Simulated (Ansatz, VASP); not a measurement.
**BN: VASP beside Ansatz**

POSCAR

```
BN
1.0
    1.2594078176      0.7271188149      3.3952719622
   -1.2594078176      0.7271188149      3.3952719622
    0.0000000000     -1.4542386364      3.3952719622
B N
1 1
Direct
    0.9996710000      0.9996710000      0.9996710000
    0.3327620000      0.3327620000      0.3327620000
```

File INCAR.step1:

```
SYSTEM = BN
PREC     = Accurate       ! precision mode
ENCUT    = 520            ! plane-wave cutoff, eV
ISMEAR   = 0              ! smearing method
SIGMA    = 0.01           ! smearing width, eV
LREAL    = .FALSE.        ! projectors in reciprocal space
LASPH    = .TRUE.         ! aspherical terms in the spheres
NELM     = 100            ! most SCF steps
NBANDS   = 11             ! bands
GGA      = PE             ! functional
ALGO     = Normal         ! electronic algorithm
EDIFF    = 1E-4           ! SCF threshold, eV
LWAVE    = .TRUE.         ! write WAVECAR
LCHARG   = .FALSE.        ! write CHGCAR
```

The input INCAR.step2:

```
SYSTEM = BN
PREC     = Accurate       ! precision mode
ENCUT    = 520            ! plane-wave cutoff, eV
EDIFF    = 1E-7           ! SCF threshold, eV
ISMEAR   = 0              ! smearing method
SIGMA    = 0.01           ! smearing width, eV
LREAL    = .FALSE.        ! projectors in reciprocal space
LASPH    = .TRUE.         ! aspherical terms in the spheres
NELM     = 100            ! most SCF steps
ALGO     = Normal         ! electronic algorithm
ISIF     = 2              ! what is computed and relaxed
LWAVE    = .FALSE.        ! write WAVECAR
LCHARG   = .FALSE.        ! write CHGCAR
METAGGA  = R2SCAN         ! meta-GGA
LMIXTAU  = .TRUE.       
IVDW     = 13             ! dispersion correction
VDW_S6   = 1.0          
VDW_S8   = 0.6018749    
VDW_A1   = 0.51559235   
VDW_A2   = 5.77342911   
NBANDS   = 11             ! bands
ISTART   = 1
```

KPOINTS

```
regular mesh
0
G
  10 10 10
  0 0 0
```

Input for Ansatz:

```yaml
crystal:
  lattice:
    - [1.2594078176302679, 0.7271188149101042, 3.3952719622474303]
    - [-1.2594078176302679, 0.7271188149101042, 3.3952719622474303]
    - [0.0, -1.454238636442918, 3.3952719622474303]
  atoms:
    - { symbol: B, position: [0.999671, 0.999671, 0.999671] }
    - { symbol: "N", position: [0.332762, 0.332762, 0.332762] }
basis:
  ecutwfc: 600.0
kpoints:
  mp_grid:
    grid: [10, 10, 10]
hamiltonian:
  xc: r2scan
  dispersion: d4
  pseudopotentials:
    kind: paw
scf:
  occupations:
    method: fixed
output:
  stress: true
```

Alike in both runs: task single point; functional r2SCAN; dispersion D4; k mesh 10 × 10 × 10; no spin polarisation.

|  | VASP | Ansatz |
| --- | --- | --- |
| version | VASP 6.6.1 | Ansatz 0.2.0 |
| potentials or method | VASP PAW PBE potentials, release 64 (B, N), cutoff 520 eV | plane waves, PAW |
| occupations | gaussian, width 0.01 eV | fixed |
| valence electrons in the cell | 8 | 8 |

|  | VASP | Ansatz | Ansatz less VASP |
| --- | --- | --- | --- |
| pressure (GPa) | -5.6 | -6.0 | -0.40 |
| traceless stress, the component that is largest in VASP (GPa) | 4.48 | 5.14 | +0.656 |

VASP's potentials were made for PBE, not for r2SCAN.
